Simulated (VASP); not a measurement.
TaAl5:

```
CELL_PARAMETERS angstrom
5.19249 0.00000 0.00000
-2.59624 4.49683 0.00000
0.00000 0.00000 4.24425
ATOMIC_POSITIONS crystal
Ta 0.00000 0.00000 0.00000
Al 0.00000 0.50000 0.50000
Al 0.33333 0.66667 0.00000
Al 0.66667 0.33333 0.00000
Al 0.50000 0.00000 0.50000
Al 0.50000 0.50000 0.50000
```

The cell was built from a structure type or drawn by symmetry, and may not be a known phase.

```yaml
Program: VASP 6.6.1
Task: relaxation of cell and atoms
Functional: PBE
Potentials_or_basis: VASP PAW PBE potentials, release 64 (Ta_pv, Al)
Cutoff: 600 eV
k_mesh: 12 × 12 × 10
Occupations: gaussian, width 0.1 eV
Spin: no spin polarisation
```

At the start: pressure 1.6 GPa; volume 16.52 Å³/atom.

Question: How do energy, volume and symmetry change on relaxing?

Answer: Over 7 steps the energy falls by 19.6 meV/atom and the volume is 16.82 Å³/atom (+1.8 %); space group P6/mmm (No. 191, to 0.1 Å) before and after.

Step by step:
```tsv
step	energy change (eV)	largest force (eV/Å)	pressure (GPa)	volume (Å³)
1	0.0000	0.0000	1.63	99.10
2	-0.1040	0.0000	-0.77	101.46
3	-0.1099	0.0000	-1.37	102.22
4	-0.1152	0.0000	0.69	100.26
5	-0.1173	0.0000	-0.04	100.93
6	-0.1173	0.0000	-0.07	100.96
7	-0.1174	0.0000	-0.04	100.91
```

Final structure:
```cif
data_structure
_symmetry_space_group_name_H-M 'P 1'
_symmetry_Int_Tables_number 1
_cell_length_a 5.1159
_cell_length_b 5.1159
_cell_length_c 4.4518
_cell_angle_alpha 90.000
_cell_angle_beta 90.000
_cell_angle_gamma 120.000
_cell_volume 100.91
loop_
_atom_site_label
_atom_site_type_symbol
_atom_site_fract_x
_atom_site_fract_y
_atom_site_fract_z
_atom_site_occupancy
Ta1 Ta 0.00000 0.00000 0.00000 1
Al1 Al 0.00000 0.50000 0.50000 1
Al2 Al 0.33333 0.66667 0.00000 1
Al3 Al 0.66667 0.33333 0.00000 1
Al4 Al 0.50000 0.00000 0.50000 1
Al5 Al 0.50000 0.50000 0.50000 1
```
